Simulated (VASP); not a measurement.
# Al (Im-3m) in VASP: a series of runs

The runs below take Al through single point, relaxation of cell and atoms, with LDA.

All numbers are computed with VASP 6.6.1; they aren't measurements. Logs are shortened: lines on timing, memory, paths and dates and some standing lists are left out, and cuts for length are marked.

## (1) The cell of the first run

Symmetry: Im-3m, No. 229, cubic system. The conventional cell has a = 3.189 Å, b = 3.189 Å, c = 3.189 Å, α = 90.00°, β = 90.00°, γ = 90.00°. Al (site symmetry m-3m) has 14 Al at 2.76 to 3.19 Å within 3.6 Å.

## (2) Single point, LDA

INCAR reads:

```
SYSTEM = Al
PREC     = Accurate       ! precision mode
ENCUT    = 500            ! plane-wave cutoff, eV
EDIFF    = 1E-6           ! SCF threshold, eV
ISMEAR   = -1             ! smearing method
SIGMA    = 0.15           ! smearing width, eV
LREAL    = .False.        ! projectors in reciprocal space
LASPH    = .True.         ! aspherical terms in the spheres
NELM     = 120            ! most SCF steps
ALGO     = Normal         ! electronic algorithm
ISIF     = 2              ! what is computed and relaxed
LWAVE    = .False.        ! write WAVECAR
LCHARG   = .False.        ! write CHGCAR
NBANDS   = 8              ! bands
GGA_COMPAT= .False.
```

KPOINTS reads:

```
Automatic mesh
0
Gamma
  16 16 16
  0 0 0
```

POSCAR reads:

```
Al
1.0
   -1.5946483446      1.5946483446      1.5946483446
    1.5946483446     -1.5946483446      1.5946483446
    1.5946483446      1.5946483446     -1.5946483446
Al
1
Direct
    0.0000000000      0.0000000000      0.0000000000
```

Potentials or basis: VASP PAW LDA potentials, release 64 (Al).

The run is started by

```sh
$ cat potpaw_LDA.64/Al/POTCAR > POTCAR
$ mpirun -np 1 vasp_std > vasp.out
```

OUTCAR:

```text
SYSTEM = Al
   PREC = Accurate
   ENCUT = 500
   EDIFF = 1E-6
   ISMEAR = -1
   LREAL = .False.
   LASPH = .True.
   NELM = 120
   ISIF = 2

 ion  position               nearest neighbor table
   1  0.000  0.000  0.000-

  LATTYP: Found a body centered cubic cell.
 ALAT       =     3.1892966892

  Lattice vectors:

 A1 = (  -1.5946483446,   1.5946483446,   1.5946483446)
 A2 = (   1.5946483446,  -1.5946483446,   1.5946483446)
 A3 = (   1.5946483446,   1.5946483446,  -1.5946483446)

Analysis of symmetry for initial positions (statically):
=====================================================================
 Subroutine PRICEL returns:
 Original cell was already a primitive cell.

 Routine SETGRP: Setting up the symmetry group for a
 body centered cubic supercell.

 Subroutine GETGRP returns: Found 48 space group operations
 (whereof 48 operations were pure point group operations)
 out of a pool of 48 trial point group operations.

The static configuration has the point symmetry O_h .

Analysis of symmetry for dynamics (positions and initial velocities):
=====================================================================
 Subroutine PRICEL returns:
 Original cell was already a primitive cell.

 Routine SETGRP: Setting up the symmetry group for a
 body centered cubic supercell.

 Subroutine GETGRP returns: Found 48 space group operations
 (whereof 48 operations were pure point group operations)
 out of a pool of 48 trial point group operations.

The dynamic configuration has the point symmetry O_h .

 Subroutine INISYM returns: Found 48 space group operations
 (whereof 48 operations are pure point group operations),
 and found     1 'primitive' translations

----------------------------------------------------------------------------------------

                                     Primitive cell

  volume of cell :      16.2201

  direct lattice vectors                    reciprocal lattice vectors
    -1.594648345  1.594648345  1.594648345     0.000000000  0.313548753  0.313548753
     1.594648345 -1.594648345  1.594648345     0.313548753  0.000000000  0.313548753
     1.594648345  1.594648345 -1.594648345     0.313548753  0.313548753  0.000000000

  length of vectors
     2.762011953  2.762011953  2.762011953     0.443424899  0.443424899  0.443424899

  position of ions in fractional coordinates (direct lattice)
     0.000000000  0.000000000  0.000000000

  ion indices of the primitive-cell ions
   primitive index   ion index
                 1           1

----------------------------------------------------------------------------------------

 KPOINTS: Automatic mesh

Automatic generation of k-mesh.
 Grid dimensions read from file:
 generate k-points for:   16   16   16

 Generating k-lattice:

  Cartesian coordinates                     Fractional coordinates (reciprocal lattice)
     0.000000000  0.019596797  0.019596797     0.062500000  0.000000000  0.000000000
     0.019596797  0.000000000  0.019596797     0.000000000  0.062500000  0.000000000
     0.019596797  0.019596797  0.000000000     0.000000000  0.000000000  0.062500000

  Length of vectors
     0.027714056  0.027714056  0.027714056

  Shift w.r.t. Gamma in fractional coordinates (k-lattice)
     0.000000000  0.000000000  0.000000000

 Subroutine IBZKPT returns following result:
 ===========================================

 Found    145 irreducible k-points:

 Following reciprocal coordinates:
            Coordinates               Weight
  0.000000  0.000000  0.000000      1.000000
  0.062500  0.000000  0.000000     12.000000
  0.125000  0.000000  0.000000     12.000000
  0.187500  0.000000  0.000000     12.000000
  0.250000  0.000000  0.000000     12.000000
  0.312500  0.000000  0.000000     12.000000
[... 16 lines left out ...]
  0.187500  0.187500  0.000000     24.000000
  0.250000  0.187500 -0.000000     48.000000
 [... further k-points ...]
   k-points           NKPTS =    145   k-points in BZ     NKDIM =    145   number of bands    NBANDS=      8
   number of dos      NEDOS =    301   number of ions     NIONS =      1
   total plane-waves  NPLWV =   8000
   dimension x,y,z NGX =    20 NGY =   20 NGZ =   20
   dimension x,y,z NGXF=    40 NGYF=   40 NGZF=   40
   ions per type =               1
   NGX,Y,Z   is equivalent  to a cutoff of  12.04, 12.04, 12.04 a.u.
   NGXF,Y,Z  is equivalent  to a cutoff of  24.08, 24.08, 24.08 a.u.
 SYSTEM =  Al
   PREC   = accura    normal or accurate (medium, high low for compatibility)
   ISTART =      0    job   : 0-new  1-cont  2-samecut
   ICHARG =      2    charge: 1-file 2-atom 10-const
   ISPIN  =      1    spin polarized calculation?
   LNONCOLLINEAR =      F non collinear calculations
   LSORBIT =      F    spin-orbit coupling
   LASPH  =      T    aspherical Exc in radial PAW
   ENCUT  =  500.0 eV  36.75 Ry    6.06 a.u.   5.04  5.04  5.04*2*pi/ulx,y,z
   NELM   =    120;   NELMIN=  2; NELMDL= -5     # of ELM steps
   EDIFF  = 0.1E-05   stopping-criterion for ELM
   LREAL  =      F    real-space projection
   EDIFFG = 0.1E-04   stopping-criterion for IOM
   NSW    =      0    number of steps for IOM
   IBRION =     -1    ionic relax: 0-MD 1-quasi-New 2-CG
   NFREE  =      0    steps in history (QN), initial steepest desc. (CG)
   ISIF   =      2    stress and relaxation
   ISYM   =      2    0-nonsym 1-usesym 2-fastsym
   POTIM  = 0.5000    time-step for ionic-motion
   TEBEG  =    0.0;   TEEND  =   0.0 temperature during run
   PSTRESS=    0.0 pullay stress
   NELECT =       3.0000    total number of electrons
   NUPDOWN=      -1.0000    fix difference up-down
   EMIN   =  10.00;   EMAX   =-10.00  energy-range for DOS
   EFERMI =   0.00;   METHOD = LEGACY
   ISMEAR =    -1;   SIGMA  =   0.15  broadening in eV -4-tet -1-fermi 0-gaus
   EFERMI_NEDOS =   21; number of points for ismear=-14 and -15
   IALGO  =     38    algorithm
   IMIX   =      4    mixing-type and parameters
     AMIX     =   0.40;   BMIX     =  1.00
     AMIX_MAG =   1.60;   BMIX_MAG =  1.00
  volume/ion in A,a.u.               =      16.22       109.46
  Fermi-wavevector in a.u.,A,eV,Ry     =   0.932747  1.762635 11.837288  0.870016
  Thomas-Fermi vector in A             =   2.059376
   LORBIT       =      0    0 simple, 1 ext, 2 COOP (PROOUT), +10 PAW based schemes
   GGA     = CA    functional components
   LHFCALC =     F    Hartree Fock is set to
   AEXX    =    0.0000 exact exchange contribution
   IVDW    =     0    specifies the selected vdW correction
   LEPSILON=     F    determine dielectric tensor
   LRPA    =     F    only Hartree local field effects (RPA)
 non-spin polarized calculation
  energy-cutoff  :      500.00
  volume of cell :       16.22
 maximum number of plane-waves:       427
   NGX =  9   NGY =  9   NGZ =  9

 number of electron       3.0000000 magnetization

 Free energy of the ion-electron system (eV)
  ---------------------------------------------------
  ext. energy  EPLUGINS =         0.00000000
  ---------------------------------------------------
  free energy    TOTEN  =        -4.10489146 eV

  energy without entropy =       -4.07144657  energy(sigma->0) =       -4.08816902

 E-fermi :   7.9594     XC(G=0): -10.4108

 val. band max:        7.9374359379   @ k =   0.2500   0.2500   0.0625
 cond. band min:       7.9723198333   @ k =  -0.4375   0.5000   0.3125
 fundamental gap:      0.0348838954
 Fermi energy:         7.9593778654

 k-point     1 :       0.0000    0.0000    0.0000
  band No.  band energies     occupation
      1      -3.2434      2.00000
      2      21.2674      0.00000
      3      21.2674      0.00000
      4      21.2674      0.00000
      5      22.6477      0.00000
      6      22.6477      0.00000
      7      22.6477      0.00000
      8      24.3875      0.00000

 k-point     2 :       0.0625    0.0000    0.0000
  band No.  band energies     occupation
      1      -3.1300      2.00000
      2      19.8593      0.00000
      3      20.4315      0.00000
      4      20.8203      0.00000
      5      22.2123      0.00000
      6      23.2221      0.00000
      7      23.5090      0.00000
      8      23.6713      0.00000

 k-point     3 :       0.1250    0.0000    0.0000
  band No.  band energies     occupation
      1      -2.7902      2.00000
      2      17.4058      0.00000
      3      19.3224      0.00000
      4      19.8728      0.00000
      5      21.3051      0.00000
      6      22.4574      0.00000
      7      24.0439      0.00000
      8      24.6168      0.00000

 k-point     4 :       0.1875    0.0000    0.0000
  band No.  band energies     occupation
      1      -2.2258      2.00000
      2      14.8111      0.00000
      3      18.3524      0.00000
      4      18.8653      0.00000
      5      20.3635      0.00000
      6      21.6284      0.00000
      7      24.8404      0.00000
      8      25.0316      0.00000

 k-point     5 :       0.2500    0.0000    0.0000
  band No.  band energies     occupation
      1      -1.4393      2.00000
      2      12.2937      0.00000
      3      17.5547      0.00000
      4      17.9687      0.00000
      5      19.5392      0.00000
      6      20.9012      0.00000
      7      25.6286      0.00000
      8      25.7580      0.00000
[... 177 lines left out ...]
 k-point    22 :       0.4375    0.1250   -0.0000
  band No.  band energies     occupation
      1       3.9452      2.00000
      2       4.4091      2.00000
      3      12.5888      0.00000
      4      15.8660      0.00000
      5      19.6644      0.00000
      6      22.6148      0.00000
      7      27.1785      0.00000
      8      28.3067      0.00000

 k-point    23 :       0.1875    0.1875    0.0000
  band No.  band energies     occupation
      1      -0.2124      2.00000
      2      11.5002      0.00000
      3      12.0706      0.00000
      4      16.6646      0.00000
      5      21.7200      0.00000
      6      22.0536      0.00000
      7      26.4532      0.00000
      8      26.7287      0.00000

 k-point    24 :       0.2500    0.1875   -0.0000
  band No.  band energies     occupation
      1       0.8934      2.00000
      2       9.4592      0.00009
      3      11.2256      0.00000
      4      16.1039      0.00000
      5      21.3522      0.00000
      6      22.7791      0.00000
      7      26.2387      0.00000
      8      28.3126      0.00000

 [... further k-points ...]
[... 5 lines left out ...]
  --------------------------------------------------------------------------------------
  -------------------------------------------------------------------------------------
  Total        0.0066737      0.0066737      0.0066737      0.0000000      0.0000000      0.0000000
  in kB        0.6592085      0.6592085      0.6592085      0.0000000      0.0000000      0.0000000
  external PRESSURE =       0.6592085 kB  Pullay stress =       0.0000000 kB

 VOLUME and BASIS-vectors are now :
 -----------------------------------------------------------------------------
  energy-cutoff  :      500.00
  volume of cell :       16.22
      direct lattice vectors                 reciprocal lattice vectors
    -1.594648345  1.594648345  1.594648345     0.000000000  0.313548753  0.313548753
     1.594648345 -1.594648345  1.594648345     0.313548753  0.000000000  0.313548753
     1.594648345  1.594648345 -1.594648345     0.313548753  0.313548753  0.000000000

 POSITION                                       TOTAL-FORCE (eV/Angst)
 -----------------------------------------------------------------------------------
      0.00000      0.00000      0.00000        -0.000000      0.000000     -0.000000
 -----------------------------------------------------------------------------------
    total drift:                                0.000000      0.000000      0.000000

  FREE ENERGIE OF THE ION-ELECTRON SYSTEM (eV)
  ---------------------------------------------------
  free  energy   TOTEN  =        -4.1048914618 eV

  energy  without entropy=       -4.0714465743  energy(sigma->0) =       -4.08816902
```

Wall time 9 s (1 thread of Intel Xeon Platinum 8259CL at 2.50GHz (Skylake/Cascade Lake), shared host); peak memory 0.12 GiB.

What came out:

```yaml
Free_energy: -4.1049 eV
Pressure: 0.1 GPa
```

## (3) Relaxation of cell and atoms, LDA

This run uses another cell than the first one, of 16.25 Å³/atom, 1.002 times its volume.

INCAR reads:

```
SYSTEM = Al
ALGO = Normal
EDIFF = 1E-7
EDIFFG = -0.001
ENCUT = 500
GGA = CA
GGA_COMPAT = .False.
IBRION = 2
ISIF = 3
ISMEAR = -1
LASPH = .True.
LCHARG = .False.
LREAL = .False.
LWAVE = .False.
NELM = 120
NELMIN = 4
NSW = 80
PREC = Accurate
SIGMA = 0.15
```

KPOINTS reads:

```
k-points
0
Gamma
  16 16 16
  0 0 0
```

POSCAR reads:

```
Al
1.0
   -1.5957183179      1.5957183179      1.5957183179
    1.5957183179     -1.5957183179      1.5957183179
    1.5957183179      1.5957183179     -1.5957183179
Al
1
Direct
    0.0000000000      0.0000000000      0.0000000000
```

Potentials or basis: VASP PAW LDA potentials, release 64 (Al).

The run is started by

```sh
$ cat potpaw_LDA.64/Al/POTCAR > POTCAR
$ mpirun -np 1 vasp_std > vasp.out
```

OUTCAR:

```text
SYSTEM = Al
   EDIFF = 1E-7
   EDIFFG = -0.001
   ENCUT = 500
   GGA = CA
   IBRION = 2
   ISIF = 3
   ISMEAR = -1
   LASPH = .True.
   LREAL = .False.
   NELM = 120
   NELMIN = 4
   NSW = 80
   PREC = Accurate

 ion  position               nearest neighbor table
   1  0.000  0.000  0.000-

  LATTYP: Found a body centered cubic cell.
 ALAT       =     3.1914366358

  Lattice vectors:

 A1 = (  -1.5957183179,   1.5957183179,   1.5957183179)
 A2 = (   1.5957183179,  -1.5957183179,   1.5957183179)
[... 410 lines left out ...]
 k-point    24 :       0.2500    0.1875    0.0000
  band No.  band energies     occupation
      1       0.8884      2.00000
      2       9.4502      0.00009
      3      11.2150      0.00000
      4      16.0907      0.00000
      5      21.3372      0.00000

 [... further k-points ...]
[... 5 lines left out ...]
  --------------------------------------------------------------------------------------
  -------------------------------------------------------------------------------------
  Total        0.0006869      0.0006869      0.0006869      0.0000000      0.0000000      0.0000000
  in kB        0.0677966      0.0677966      0.0677966      0.0000000      0.0000000      0.0000000
  external PRESSURE =       0.0677966 kB  Pullay stress =       0.0000000 kB

 VOLUME and BASIS-vectors are now :
 -----------------------------------------------------------------------------
  energy-cutoff  :      500.00
  volume of cell :       16.23
      direct lattice vectors                 reciprocal lattice vectors
    -1.595074434  1.595074434  1.595074434     0.000000000  0.313464995  0.313464995
     1.595074434 -1.595074434  1.595074434     0.313464995  0.000000000  0.313464995
     1.595074434  1.595074434 -1.595074434     0.313464995  0.313464995  0.000000000

 POSITION                                       TOTAL-FORCE (eV/Angst)
 -----------------------------------------------------------------------------------
      3.19015      0.00000      0.00000         0.000000     -0.000000     -0.000000
 -----------------------------------------------------------------------------------
    total drift:                                0.000000      0.000000     -0.000000

  FREE ENERGIE OF THE ION-ELECTRON SYSTEM (eV)
  ---------------------------------------------------
  free  energy   TOTEN  =        -4.1048959108 eV

  energy  without entropy=       -4.0714371373  energy(sigma->0) =       -4.08816652

 reached required accuracy - stopping structural energy minimisation
```

CONTCAR:

```text
Al
   1.00000000000000
    -1.5950744344772059    1.5950744344772059    1.5950744344772059
     1.5950744344772059   -1.5950744344772059    1.5950744344772059
     1.5950744344772059    1.5950744344772059   -1.5950744344772059
  Al
     1
Direct
     0.0000000000000000    1.0000000000000000    1.0000000000000000

  0.00000000E+00  0.00000000E+00  0.00000000E+00
```

Wall time 7.5 s (1 thread of Intel Xeon Platinum 8259CL at 2.50GHz (Skylake/Cascade Lake), shared host); peak memory 0.12 GiB.

What came out:

* Free energy: -4.1049 eV
* Relaxed volume: 16.23 Å³/atom
* Relaxed cell: a = 2.763 Å, b = 2.763 Å, c = 2.763 Å, α = 109.47°, β = 109.47°, γ = 109.47°
* Space group after relaxing (to 0.05 Å): Im-3m (No. 229)
* Energy gained by relaxing: 0.0 meV/atom
* Ionic steps: 2
* Pressure after relaxing: 0.0 GPa

Final structure:
```
Al
1.0
    -1.59507    1.59507    1.59507
     1.59507   -1.59507    1.59507
     1.59507    1.59507   -1.59507
Al
1
Direct
  0.00000 0.00000 0.00000
```

Levels at points of the mesh, in eV from the Fermi level:
| k point | band 1 | band 2 | band 3 | band 4 | band 5 |
| --- | --- | --- | --- | --- | --- |
| (0.00, 0.00, 0.00) | -11.20 | 13.30 | 13.30 | 13.30 | 14.68 |
| (0.50, 0.00, 0.00) | -4.33 | -3.88 | 8.17 | 8.33 | 10.05 |
| (0.50, 0.50, 0.50) | 1.88 | 1.88 | 1.88 | 3.04 | 3.04 |
